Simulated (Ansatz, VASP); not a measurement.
# Cs2AgBiBr6 in VASP and in Ansatz

```
Cs Ag Bi Br
1.0
     0.00000    5.61550    5.61550
     5.61550    0.00000    5.61550
     5.61550    5.61550    0.00000
Cs Ag Bi Br
2 1 1 6
Direct
  0.25000 0.25000 0.25000
  0.75000 0.75000 0.75000
  0.50000 0.50000 0.50000
  0.00000 0.00000 0.00000
  0.25182 0.74818 0.25182
  0.25182 0.74818 0.74818
  0.74818 0.25182 0.74818
  0.74818 0.25182 0.25182
  0.25182 0.25182 0.74818
  0.74818 0.74818 0.25182
```

Alike in both runs: task single point; functional r2SCAN; k mesh 4 × 4 × 4; no spin polarisation.

|  | VASP | Ansatz |
| --- | --- | --- |
| version | VASP 6.6.1 | Ansatz 0.2.0 |
| potentials or method | VASP PAW PBE potentials, release 64 (Cs_sv, Ag, Bi_d, Br) | plane waves, PAW |
| plane-wave cutoff (eV) | 520 | 500 |
| occupations | gaussian, width 0.01 eV | fixed |
| valence electrons in the cell | 86 | 94 |

Ansatz gave:

| Quantity | Value |
| --- | --- |
| gap on the k mesh at the Fermi level (eV) | 1.64 |
| pressure (GPa) | 0.9 |
| rms of the force components (eV/Å) | 0.044 |

Question: What did VASP give for the same quantities?

Answer: gap on the k mesh at the Fermi level (eV): 1.62; pressure (GPa): 0.9; rms of the force components (eV/Å): 0.047.

VASP's potentials were made for PBE, not for r2SCAN. Atom by atom the forces differ by 0.003 eV/Å (rms over components). VASP's potentials hold 86 valence electrons a cell and Ansatz's 94, so a difference there can come from the potentials and not from the codes.

Spin-orbit coupling is off throughout.
